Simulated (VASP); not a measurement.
# Sb in VASP: further runs

The runs below take Sb through relaxation of cell and atoms, single point, with PBE+D3(BJ).

Program: VASP 6.6.1. These are calculated values, not measurements. Logs are shortened: lines on timing, memory, paths and dates and some standing lists are left out, and cuts for length are marked.

## 1. The cell of the first run

The typed cell holds 2 atoms: a = 4.208 Å, b = 4.208 Å, c = 4.208 Å, α = 60.00°, β = 60.00°, γ = 60.00°.

## 2. Relaxation of cell and atoms, PBE+D3(BJ), target pressure 6.5 GPa, at which the enthalpy is minimised

Input file INCAR:

```
ALGO = Normal
EDIFF = 1E-7
EDIFFG = -0.002
ENCUT = 600
GGA = PE
IBRION = 2
ISIF = 3
ISMEAR = -1
IVDW = 12
LASPH = T
LCHARG = F
LREAL = F
LWAVE = F
NELM = 100
NSW = 80
PREC = Accurate
PSTRESS = 65.0
SIGMA = 0.1
```

Input file KPOINTS:

```
k-points
0
Gamma
  12 12 12
```

Input file POSCAR:

```
Sb
1.0
    2.1039995889      1.2147447291      3.4359516067
   -2.1039995889      1.2147447291      3.4359516067
    0.0000000000     -2.4294894581      3.4359516067
Sb
2
Direct
    0.2499831540      0.2499831540      0.2499831540
    0.7500168460      0.7500168460      0.7500168460
```

Potentials or basis: VASP PAW PBE potentials, release 64 (Sb).

Started as:

```
cat potpaw_PBE.64/Sb/POTCAR > POTCAR
mpirun -np 1 vasp_std > vasp.out
```

OUTCAR:

```text
EDIFF = 1E-7
   EDIFFG = -0.002
   ENCUT = 600
   GGA = PE
   IBRION = 2
   ISIF = 3
   ISMEAR = -1
   IVDW = 12
   LASPH = T
   LREAL = F
   NELM = 100
   NSW = 80
   PREC = Accurate
   PSTRESS = 65.0
 IVDW          = 12

 ion  position               nearest neighbor table
   1  0.250  0.250  0.250-   2 2.98   2 2.98   2 2.98   2 2.98   2 2.98   2 2.98
   2  0.750  0.750  0.750-   1 2.98   1 2.98   1 2.98   1 2.98   1 2.98   1 2.98

  LATTYP: Found a trigonal (rhomboedric) cell.
 ALAT       =     4.2081091324
 COS(alpha) =     0.5000261289

  Lattice vectors:

 A1 = (   2.1039995889,   1.2147447291,   3.4359516067)
 A2 = (  -2.1039995889,   1.2147447291,   3.4359516067)
 A3 = (   0.0000000000,  -2.4294894581,   3.4359516067)

Analysis of symmetry for initial positions (statically):
=====================================================================
 Subroutine PRICEL returns:
 Original cell was already a primitive cell.

 Routine SETGRP: Setting up the symmetry group for a
 trigonal (rhombohedral) supercell.

 Subroutine GETGRP returns: Found 12 space group operations
 (whereof 12 operations were pure point group operations)
 out of a pool of 12 trial point group operations.

The static configuration has the point symmetry D_3d.

Analysis of symmetry for dynamics (positions and initial velocities):
=====================================================================
 Subroutine PRICEL returns:
 Original cell was already a primitive cell.

 Routine SETGRP: Setting up the symmetry group for a
 trigonal (rhombohedral) supercell.

 Subroutine GETGRP returns: Found 12 space group operations
 (whereof 12 operations were pure point group operations)
 out of a pool of 12 trial point group operations.

The dynamic configuration has the point symmetry D_3d.

 Subroutine INISYM returns: Found 12 space group operations
 (whereof 12 operations are pure point group operations),
 and found     1 'primitive' translations

----------------------------------------------------------------------------------------

                                     Primitive cell

  volume of cell :      52.6901

  direct lattice vectors                    reciprocal lattice vectors
     2.103999589  1.214744729  3.435951607     0.237642632  0.137203038  0.097013396
    -2.103999589  1.214744729  3.435951607    -0.237642632  0.137203038  0.097013396
     0.000000000 -2.429489458  3.435951607     0.000000000 -0.274406075  0.097013396

  length of vectors
     4.208109132  4.208109132  4.208109132     0.291050327  0.291050327  0.291050327

  position of ions in fractional coordinates (direct lattice)
     0.249983154  0.249983154  0.249983154
     0.750016846  0.750016846  0.750016846

  ion indices of the primitive-cell ions
   primitive index   ion index
                 1           1
                 2           2

----------------------------------------------------------------------------------------

 KPOINTS: k-points

Automatic generation of k-mesh.
 Grid dimensions read from file:
 generate k-points for:   12   12   12

 Generating k-lattice:

  Cartesian coordinates                     Fractional coordinates (reciprocal lattice)
     0.019803553  0.011433586  0.008084450     0.083333333  0.000000000 -0.000000000
    -0.019803553  0.011433586  0.008084450     0.000000000  0.083333333 -0.000000000
     0.000000000 -0.022867173  0.008084450    -0.000000000 -0.000000000  0.083333333

  Length of vectors
     0.024254194  0.024254194  0.024254194

  Shift w.r.t. Gamma in fractional coordinates (k-lattice)
     0.000000000  0.000000000  0.000000000

 Subroutine IBZKPT returns following result:
 ===========================================

 Found    189 irreducible k-points:

 Following reciprocal coordinates:
            Coordinates               Weight
  0.000000  0.000000  0.000000      1.000000
  0.083333 -0.000000  0.000000      6.000000
  0.166667 -0.000000  0.000000      6.000000
  0.250000  0.000000  0.000000      6.000000
  0.333333 -0.000000  0.000000      6.000000
  0.416667  0.000000  0.000000      6.000000
[... 16 lines left out ...]
  0.500000  0.166667  0.000000     12.000000
 -0.416667  0.166667 -0.000000     12.000000
 [... further k-points ...]
   k-points           NKPTS =    189   k-points in BZ     NKDIM =    189   number of bands    NBANDS=      9
   number of dos      NEDOS =    301   number of ions     NIONS =      2
   total plane-waves  NPLWV =  46656
   dimension x,y,z NGX =    36 NGY =   36 NGZ =   36
   dimension x,y,z NGXF=    72 NGYF=   72 NGZF=   72
   ions per type =               2
   NGX,Y,Z   is equivalent  to a cutoff of  14.22, 14.22, 14.22 a.u.
   NGXF,Y,Z  is equivalent  to a cutoff of  28.44, 28.44, 28.44 a.u.
 SYSTEM =  unknown system
   PREC   = accura    normal or accurate (medium, high low for compatibility)
   ISTART =      0    job   : 0-new  1-cont  2-samecut
   ICHARG =      2    charge: 1-file 2-atom 10-const
   ISPIN  =      1    spin polarized calculation?
   LNONCOLLINEAR =      F non collinear calculations
   LSORBIT =      F    spin-orbit coupling
   LASPH  =      T    aspherical Exc in radial PAW
   ENCUT  =  600.0 eV  44.10 Ry    6.64 a.u.   8.40  8.40  8.40*2*pi/ulx,y,z
   NELM   =    100;   NELMIN=  2; NELMDL= -5     # of ELM steps
   EDIFF  = 0.1E-06   stopping-criterion for ELM
   LREAL  =      F    real-space projection
   EDIFFG = -.2E-02   stopping-criterion for IOM
   NSW    =     80    number of steps for IOM
   IBRION =      2    ionic relax: 0-MD 1-quasi-New 2-CG
   NFREE  =      1    steps in history (QN), initial steepest desc. (CG)
   ISIF   =      3    stress and relaxation
   ISYM   =      2    0-nonsym 1-usesym 2-fastsym
   POTIM  = 0.5000    time-step for ionic-motion
   TEBEG  =    0.0;   TEEND  =   0.0 temperature during run
   PSTRESS=   65.0 pullay stress
   NELECT =      10.0000    total number of electrons
   NUPDOWN=      -1.0000    fix difference up-down
   EMIN   =  10.00;   EMAX   =-10.00  energy-range for DOS
   EFERMI =   0.00;   METHOD = LEGACY
   ISMEAR =    -1;   SIGMA  =   0.10  broadening in eV -4-tet -1-fermi 0-gaus
   EFERMI_NEDOS =   21; number of points for ismear=-14 and -15
   IALGO  =     38    algorithm
   IMIX   =      4    mixing-type and parameters
     AMIX     =   0.40;   BMIX     =  1.00
     AMIX_MAG =   1.60;   BMIX_MAG =  1.00
  volume/ion in A,a.u.               =      26.35       177.79
  Fermi-wavevector in a.u.,A,eV,Ry     =   0.940803  1.777859 12.042646  0.885110
  Thomas-Fermi vector in A             =   2.068251
   LORBIT       =      0    0 simple, 1 ext, 2 COOP (PROOUT), +10 PAW based schemes
   GGA     = PE    functional components
   LHFCALC =     F    Hartree Fock is set to
   AEXX    =    0.0000 exact exchange contribution
   IVDW    =    12    specifies the selected vdW correction
   LEPSILON=     F    determine dielectric tensor
   LRPA    =     F    only Hartree local field effects (RPA)
 conjugate gradient relaxation of ions
 non-spin polarized calculation
  energy-cutoff  :      600.00
  volume of cell :       52.69
 maximum number of plane-waves:      1807
 NGX is ok and might be reduce to    36
   NGX = 17   NGY = 17   NGZ = 17

--------------------------------------- Ionic step        1  -------------------------------------------

 number of electron      10.0000000 magnetization

 Free energy of the ion-electron system (eV)
  ---------------------------------------------------
  ext. energy  EPLUGINS =         0.00000000
  ---------------------------------------------------
  free energy    TOTEN  =        -7.99794095 eV

  energy without entropy =       -7.96647124  energy(sigma->0) =       -7.98220609

------------------------ aborting loop because EDIFF is reached ----------------------------------------

 Edisp (eV)   -1.08699

 E8    (eV) :    -0.5066

  FORCE on cell =-STRESS in cart. coord.  units (eV):
  Direction    XX          YY          ZZ          XY          YZ          ZX
  --------------------------------------------------------------------------------------
  -------------------------------------------------------------------------------------
  Total       2.17332     2.17332     2.17310     0.00000     0.00000     0.00000
  in kB      66.08526    66.08526    66.07857     0.00000     0.00000     0.00000
  external pressure =        1.08 kB  Pullay stress =       65.00 kB
[... 65 lines left out ...]
  enthalpy is  TOTEN    =        -6.9472953561 eV   P V=        2.1431403264

--------------------------------------- Ionic step        3  -------------------------------------------

 number of electron      10.0000000 magnetization

 Free energy of the ion-electron system (eV)
  ---------------------------------------------------
  ext. energy  EPLUGINS =         0.00000000
  ---------------------------------------------------
  free energy    TOTEN  =        -8.00146153 eV

  energy without entropy =       -7.96999377  energy(sigma->0) =       -7.98572765

 E-fermi :   8.8034     XC(G=0): -10.1590

 val. band max:        8.7970444960   @ k =   0.2500   0.1667   0.0833
 cond. band min:       8.8819108486   @ k =  -0.1667   0.5000   0.1667
 fundamental gap:      0.0848663527
 Fermi energy:         8.8034206208

 k-point     1 :       0.0000    0.0000    0.0000
  band No.  band energies     occupation
      1      -4.6245      2.00000
      2       5.0501      2.00000
      3       6.9085      2.00000
      4       6.9090      2.00000
      5       6.9090      2.00000
      6      12.3604      0.00000
      7      12.3604      0.00000
      8      12.3606      0.00000
      9      13.4258      0.00000
[... 265 lines left out ...]
 k-point    24 :      -0.4167    0.1667   -0.0000
  band No.  band energies     occupation
      1      -1.6568      2.00000
      2      -1.0754      2.00000
      3       4.9754      2.00000
      4       6.6250      2.00000
      5       7.3199      2.00000
      6       9.8119      0.00008
      7      10.7559      0.00000
      8      12.4957      0.00000
      9      15.7724      0.00000

 [... further k-points ...]

------------------------ aborting loop because EDIFF is reached ----------------------------------------

 Edisp (eV)   -1.08580

 E8    (eV) :    -0.5060

  FORCE on cell =-STRESS in cart. coord.  units (eV):
  Direction    XX          YY          ZZ          XY          YZ          ZX
  --------------------------------------------------------------------------------------
  -------------------------------------------------------------------------------------
  Total       2.14306     2.14306     2.14286    -0.00000     0.00000     0.00000
  in kB      65.09499    65.09499    65.08867    -0.00000     0.00000     0.00000
  external pressure =        0.09 kB  Pullay stress =       65.00 kB
[... 17 lines left out ...]
  FREE ENERGIE OF THE ION-ELECTRON SYSTEM (eV)
  ---------------------------------------------------
  free  energy   TOTEN  =        -9.0872645635 eV

  energy  without entropy=       -9.0557967996  energy(sigma->0) =       -9.07153068

  enthalpy is  TOTEN    =        -6.9473274359 eV   P V=        2.1399371275

 reached required accuracy - stopping structural energy minimisation
```

Wall time 64 s (1 thread of Intel Xeon 6975P-C (Granite Rapids), shared host); peak memory 0.29 GiB.

What came out:

```
Free energy                                            : -9.0873 eV
Relaxed volume                                         : 26.37 Å³/atom
Relaxed cell                                           : a = 4.210 Å, b = 4.210 Å, c = 4.210 Å, α = 60.00°, β = 60.00°, γ = 60.00°
Space group after relaxing (to 0.05 Å)                 : Pm-3m (No. 221)
Energy change on relaxing (the enthalpy is what falls) : -1.2 meV/atom
Ionic steps                                            : 3
Pressure after relaxing                                : 6.5 GPa
Band gap on the k mesh                                 : zero (band 5 reaches 9.08 eV, above the bottom of band 6 at 8.04 eV)
Dispersion energy per atom                             : -0.543 eV
```

Step by step:
```
step  energy change (eV)  largest force (eV/Å)  pressure (GPa)  volume (Å³)
   1              0.0000                0.0001            6.61        52.69
   2             -0.0055                0.0001            6.37        52.83
   3             -0.0023                0.0001            6.51        52.75
```

Final structure:
```
Sb
1.0
     2.10476    1.21518    3.43718
    -2.10476    1.21518    3.43718
     0.00000   -2.43037    3.43718
Sb
2
Cartesian
  0.0000 0.0000 2.5777
  0.0000 0.0000 7.7338
```

Caveat: the cell is relaxed towards a set pressure, so the enthalpy falls and the energy may rise; spin-orbit coupling is left out, which moves the levels of the heavy elements; pairwise dispersion overbinds metals, which lowers pressure and volume.

[end of part 1 of 3]
